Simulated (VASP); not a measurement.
# ZrS (Fm-3m) in VASP: a series of runs, part 2 of 2

VASP 6.6.1. The steps go on from the part before.

## (3) Single point, PBEsol

File INCAR:

```
PREC     = Accurate       # precision mode
ENCUT    = 520            # plane-wave cutoff, eV
EDIFF    = 1E-7           # SCF threshold, eV
ISMEAR   = 0              # smearing method
SIGMA    = 0.1            # smearing width, eV
LREAL    = F              # projectors in reciprocal space
LASPH    = T              # aspherical terms in the spheres
NELM     = 80             # most SCF steps
ALGO     = Normal         # electronic algorithm
ISIF     = 2              # what is computed and relaxed
LWAVE    = F              # write WAVECAR
LCHARG   = T              # write CHGCAR
GGA      = PS             # functional
LELF     = T              # ELF
LVHAR    = T            
NBANDS   = 16             # bands
```

File KPOINTS:

```
Automatic mesh
0
Gamma
  16 16 16
```

File POSCAR:

```
ZrS
1.0
    0.0000000000      2.6250000000      2.6250000000
    2.6250000000      0.0000000000      2.6250000000
    2.6250000000      2.6250000000      0.0000000000
Zr S
1 1
Direct
    0.0000000000      0.0000000000      0.0000000000
    0.5000000000      0.5000000000      0.5000000000
```

Potentials or basis: VASP PAW PBE potentials, release 64 (Zr_sv, S).

On the command line:

```console
> cat potpaw_PBE.64/Zr_sv/POTCAR potpaw_PBE.64/S/POTCAR > POTCAR
> mpirun -np 1 vasp_std > vasp.out
```

OUTCAR:

```text
PREC = Accurate
   ENCUT = 520
   EDIFF = 1E-7
   ISMEAR = 0
   LREAL = F
   LASPH = T
   NELM = 80
   ISIF = 2
   GGA = PS

 ion  position               nearest neighbor table
   1  0.000  0.000  0.000-   2 2.62   2 2.62   2 2.62   2 2.62   2 2.62   2 2.62
   2  0.500  0.500  0.500-   1 2.62   1 2.62   1 2.62   1 2.62   1 2.62   1 2.62

  LATTYP: Found a face centered cubic cell.
 ALAT       =     5.2500000000

  Lattice vectors:

 A1 = (   0.0000000000,   2.6250000000,   2.6250000000)
 A2 = (   2.6250000000,   0.0000000000,   2.6250000000)
 A3 = (   2.6250000000,   2.6250000000,   0.0000000000)

Analysis of symmetry for initial positions (statically):
=====================================================================
 Subroutine PRICEL returns:
 Original cell was already a primitive cell.

 Routine SETGRP: Setting up the symmetry group for a
 face centered cubic supercell.

 Subroutine GETGRP returns: Found 48 space group operations
 (whereof 48 operations were pure point group operations)
 out of a pool of 48 trial point group operations.

The static configuration has the point symmetry O_h .

Analysis of symmetry for dynamics (positions and initial velocities):
=====================================================================
 Subroutine PRICEL returns:
 Original cell was already a primitive cell.

 Routine SETGRP: Setting up the symmetry group for a
 face centered cubic supercell.

 Subroutine GETGRP returns: Found 48 space group operations
 (whereof 48 operations were pure point group operations)
 out of a pool of 48 trial point group operations.

The dynamic configuration has the point symmetry O_h .

 Subroutine INISYM returns: Found 48 space group operations
 (whereof 48 operations are pure point group operations),
 and found     1 'primitive' translations

----------------------------------------------------------------------------------------

                                     Primitive cell

[... 104 lines left out ...]
   EFERMI =   0.00;   METHOD = LEGACY
   ISMEAR =     0;   SIGMA  =   0.10  broadening in eV -4-tet -1-fermi 0-gaus
   EFERMI_NEDOS =   21; number of points for ismear=-14 and -15
   IALGO  =     38    algorithm
   IMIX   =      4    mixing-type and parameters
     AMIX     =   0.40;   BMIX     =  1.00
     AMIX_MAG =   1.60;   BMIX_MAG =  1.00
  volume/ion in A,a.u.               =      18.09       122.06
  Fermi-wavevector in a.u.,A,eV,Ry     =   1.297258  2.451462 22.896950  1.682878
  Thomas-Fermi vector in A             =   2.428662
   LORBIT       =      0    0 simple, 1 ext, 2 COOP (PROOUT), +10 PAW based schemes
   GGA     = PS    functional components
   LHFCALC =     F    Hartree Fock is set to
   AEXX    =    0.0000 exact exchange contribution
   IVDW    =     0    specifies the selected vdW correction
   LEPSILON=     F    determine dielectric tensor
   LRPA    =     F    only Hartree local field effects (RPA)
 non-spin polarized calculation
 Gauss-broadening in eV      SIGMA  =   0.10
  energy-cutoff  :      520.00
  volume of cell :       36.18
 maximum number of plane-waves:       992
   NGX = 13   NGY = 13   NGZ = 13

 number of electron      18.0000000 magnetization

 Free energy of the ion-electron system (eV)
  ---------------------------------------------------
  ext. energy  EPLUGINS =         0.00000000
  ---------------------------------------------------
  free energy    TOTEN  =       -16.48325163 eV

  energy without entropy =      -16.47725351  energy(sigma->0) =      -16.48025257

 E-fermi :  10.6152     XC(G=0): -11.4606

 val. band max:       10.5977858748   @ k =  -0.1875   0.1875   0.0000
 cond. band min:      10.6210693798   @ k =   0.3125   0.1250   0.0625
 fundamental gap:      0.0232835050
 Fermi energy:        10.6152214751

 k-point     1 :       0.0000    0.0000    0.0000
  band No.  band energies     occupation
      1     -39.2811      2.00000
      2     -17.2767      2.00000
      3     -17.2767      2.00000
      4     -17.2767      2.00000
      5      -5.2155      2.00000
      6       7.0894      2.00000
[... 433 lines left out ...]
      3     -17.2851      2.00000
      4     -17.2774      2.00000
      5      -5.0849      2.00000
      6       6.2797      2.00000
[... 8 lines left out ...]
     15      18.1571      0.00000
     16      21.9277      0.00000

 [... further k-points ...]
[... 5 lines left out ...]
  --------------------------------------------------------------------------------------
  -------------------------------------------------------------------------------------
  Total       -1.4218752     -1.4218752     -1.4218752     -0.0000000     -0.0000000      0.0000000
  in kB      -62.9729633    -62.9729633    -62.9729633     -0.0000000     -0.0000000      0.0000000
  external PRESSURE =     -62.9729633 kB  Pullay stress =       0.0000000 kB

 VOLUME and BASIS-vectors are now :
 -----------------------------------------------------------------------------
  energy-cutoff  :      520.00
  volume of cell :       36.18
      direct lattice vectors                 reciprocal lattice vectors
     0.000000000  2.625000000  2.625000000    -0.190476190  0.190476190  0.190476190
     2.625000000  0.000000000  2.625000000     0.190476190 -0.190476190  0.190476190
     2.625000000  2.625000000  0.000000000     0.190476190  0.190476190 -0.190476190

 POSITION                                       TOTAL-FORCE (eV/Angst)
 -----------------------------------------------------------------------------------
      0.00000      0.00000      0.00000         0.000000     -0.000000     -0.000000
      2.62500      2.62500      2.62500        -0.000000      0.000000      0.000000
 -----------------------------------------------------------------------------------
    total drift:                                0.000000      0.000000      0.000000

  FREE ENERGIE OF THE ION-ELECTRON SYSTEM (eV)
  ---------------------------------------------------
  free  energy   TOTEN  =       -16.4832516276 eV

  energy  without entropy=      -16.4772535112  energy(sigma->0) =      -16.48025257
```

OSZICAR:

```text
N       E                     dE             d eps       ncg     rms          rms(c)
DAV:   1     0.121158219242E+03    0.12116E+03   -0.95750E+03  4648   0.109E+03
DAV:   2    -0.121388640329E+02   -0.13330E+03   -0.12828E+03  6152   0.281E+02
DAV:   3    -0.173128082779E+02   -0.51739E+01   -0.51428E+01  7192   0.490E+01
DAV:   4    -0.174024083951E+02   -0.89600E-01   -0.89571E-01  6032   0.601E+00
DAV:   5    -0.174043454836E+02   -0.19371E-02   -0.19370E-02  6856   0.660E-01    0.153E+01
DAV:   6    -0.165258582226E+02    0.87849E+00   -0.19034E+00  5728   0.951E+00    0.689E+00
DAV:   7    -0.164896542878E+02    0.36204E-01   -0.18109E-01  6544   0.277E+00    0.278E+00
DAV:   8    -0.164838625322E+02    0.57918E-02   -0.27884E-02  5464   0.104E+00    0.422E-01
DAV:   9    -0.164833115117E+02    0.55102E-03   -0.36648E-03  5600   0.340E-01    0.174E-01
DAV:  10    -0.164832606278E+02    0.50884E-04   -0.47291E-04  5760   0.209E-01    0.513E-02
DAV:  11    -0.164832526691E+02    0.79587E-05   -0.33587E-05  5848   0.446E-02    0.273E-02
DAV:  12    -0.164832515007E+02    0.11684E-05   -0.33165E-06  6192   0.114E-02    0.328E-03
DAV:  13    -0.164832516410E+02   -0.14025E-06   -0.45440E-07  5808   0.536E-03    0.496E-03
DAV:  14    -0.164832516276E+02    0.13405E-07   -0.30090E-08  3048   0.141E-03
   1 F= -.16483252E+02 E0= -.16480253E+02  d E =-.599812E-02
```

stdout:

```text
POSCAR found type information on POSCAR ZrS
 POSCAR found :  2 types and       2 ions
 scaLAPACK will be used
 -----------------------------------------------------------------------------
|                                                                             |
|                                                                             |
|     You enforced a specific xc type in the INCAR file but a different       |
|     I HOPE YOU KNOW WHAT YOU ARE DOING!                                     |
|                                                                             |
 -----------------------------------------------------------------------------

 LDA part: xc-table for (Slater+PW92), standard interpolation
 POSCAR, INCAR and KPOINTS ok, starting setup
 FFT: planning ... GRIDC
 FFT: planning ... GRID_SOFT
 FFT: planning ... GRID
 WAVECAR not read
 entering main loop
```

Run time: 37 s. Hardware: 1 thread of Intel Xeon 6975P-C (Granite Rapids), shared host; peak memory 0.22 GiB.

Results:

```
Free energy            : -16.4833 eV
Pressure               : -6.3 GPa
Band gap on the k mesh : zero (band 9 reaches 12.07 eV, above the bottom of band 10 at 9.24 eV)
```

Caveat: the PAW data sets were made with another functional, which shifts forces and pressure a little.

## (4) Single point, PBEsol

File INCAR:

```
  PREC = Accurate
  ENCUT = 520
  EDIFF = 1E-6
  ISMEAR = 0
  SIGMA = 0.1
  LREAL = F
  LASPH = T
  NELM = 100
  ALGO = Normal
  ISIF = 2
  LWAVE = F
  LCHARG = F
  GGA = PS
  NBANDS = 16
```

File KPOINTS:

```
Automatic mesh
0
Gamma
  20 20 20
```

POSCAR is that of step 3.

Potentials or basis: VASP PAW PBE potentials, release 64 (Zr_sv, S).

On the command line:

```console
> cat potpaw_PBE.64/Zr_sv/POTCAR potpaw_PBE.64/S/POTCAR > POTCAR
> mpirun -np 1 vasp_std > vasp.out
```

OUTCAR:

```text
PREC = Accurate
   ENCUT = 520
   EDIFF = 1E-6
   ISMEAR = 0
   LREAL = F
   LASPH = T
   NELM = 100
   ISIF = 2
   GGA = PS

 ion  position               nearest neighbor table
   1  0.000  0.000  0.000-   2 2.62   2 2.62   2 2.62   2 2.62   2 2.62   2 2.62
   2  0.500  0.500  0.500-   1 2.62   1 2.62   1 2.62   1 2.62   1 2.62   1 2.62

  LATTYP: Found a face centered cubic cell.
 ALAT       =     5.2500000000

  Lattice vectors:

 A1 = (   0.0000000000,   2.6250000000,   2.6250000000)
 A2 = (   2.6250000000,   0.0000000000,   2.6250000000)
[... 625 lines left out ...]
      4     -17.3040      2.00000
      5      -3.9682      2.00000
      6       3.1777      2.00000
[... 8 lines left out ...]
     15      17.9735      0.00000
     16      18.0757      0.00000

 [... further k-points ...]
[... 5 lines left out ...]
  --------------------------------------------------------------------------------------
  -------------------------------------------------------------------------------------
  Total       -1.4188249     -1.4188249     -1.4188249     -0.0000000     -0.0000000      0.0000000
  in kB      -62.8378694    -62.8378694    -62.8378694     -0.0000000     -0.0000000      0.0000000
  external PRESSURE =     -62.8378694 kB  Pullay stress =       0.0000000 kB

 VOLUME and BASIS-vectors are now :
 -----------------------------------------------------------------------------
  energy-cutoff  :      520.00
  volume of cell :       36.18
      direct lattice vectors                 reciprocal lattice vectors
     0.000000000  2.625000000  2.625000000    -0.190476190  0.190476190  0.190476190
     2.625000000  0.000000000  2.625000000     0.190476190 -0.190476190  0.190476190
     2.625000000  2.625000000  0.000000000     0.190476190  0.190476190 -0.190476190

 POSITION                                       TOTAL-FORCE (eV/Angst)
 -----------------------------------------------------------------------------------
      0.00000      0.00000      0.00000        -0.000000      0.000000     -0.000000
      2.62500      2.62500      2.62500         0.000000     -0.000000      0.000000
 -----------------------------------------------------------------------------------
    total drift:                                0.000000      0.000000      0.000000

  FREE ENERGIE OF THE ION-ELECTRON SYSTEM (eV)
  ---------------------------------------------------
  free  energy   TOTEN  =       -16.4824553664 eV

  energy  without entropy=      -16.4765583996  energy(sigma->0) =      -16.47950688
```

OSZICAR:

```text
N       E                     dE             d eps       ncg     rms          rms(c)
DAV:   1     0.120021086806E+03    0.12002E+03   -0.94877E+03  8200   0.109E+03
DAV:   2    -0.121522953989E+02   -0.13217E+03   -0.12724E+03 10776   0.278E+02
DAV:   3    -0.173198269394E+02   -0.51675E+01   -0.51315E+01 12808   0.488E+01
DAV:   4    -0.174049155372E+02   -0.85089E-01   -0.85039E-01 10472   0.570E+00
DAV:   5    -0.174066430477E+02   -0.17275E-02   -0.17275E-02 12112   0.628E-01    0.153E+01
DAV:   6    -0.165252043435E+02    0.88144E+00   -0.19084E+00 10144   0.952E+00    0.689E+00
DAV:   7    -0.164888655908E+02    0.36339E-01   -0.18492E-01 11720   0.278E+00    0.277E+00
DAV:   8    -0.164830873207E+02    0.57783E-02   -0.28034E-02  9688   0.105E+00    0.420E-01
DAV:   9    -0.164825318017E+02    0.55552E-03   -0.38765E-03 10040   0.352E-01    0.174E-01
DAV:  10    -0.164824638788E+02    0.67923E-04   -0.50193E-04 10304   0.214E-01    0.516E-02
DAV:  11    -0.164824563565E+02    0.75222E-05   -0.35656E-05 10296   0.457E-02    0.283E-02
DAV:  12    -0.164824552305E+02    0.11260E-05   -0.34000E-06 10744   0.115E-02    0.372E-03
DAV:  13    -0.164824553664E+02   -0.13595E-06   -0.45224E-07  5480   0.560E-03
   1 F= -.16482455E+02 E0= -.16479507E+02  d E =-.589697E-02
```

Run time: 58 s. Hardware: 1 thread of Intel Xeon 6975P-C (Granite Rapids), shared host; peak memory 0.27 GiB.

What came out:

- Free energy: -16.4825 eV
- Pressure: -6.3 GPa
- Band gap on the k mesh: zero (band 9 reaches 12.06 eV, above the bottom of band 10 at 9.24 eV)

Caveat: the PAW data sets were made with another functional, which shifts forces and pressure a little.

## (5) Summary

```csv
k mesh,smearing,gap on the mesh (eV),pressure (GPa)
14 × 14 × 14,methfessel-paxton 0.1 eV,none,-6.3
16 × 16 × 16,gaussian 0.1 eV,none,-6.3
20 × 20 × 20,gaussian 0.1 eV,none,-6.3
```

Alike in all rows: task single point; level PBEsol; potentials or basis VASP PAW PBE potentials, release 64 (Zr_sv, S); no spin polarisation; cell as given; cutoff (eV) 520.

Every run on the cell as given and a fine mesh finds a metal.

Caveats: the PAW data sets were made with another functional, which shifts forces and pressure a little.

Absolute energies hang on the potentials; compare differences alone.
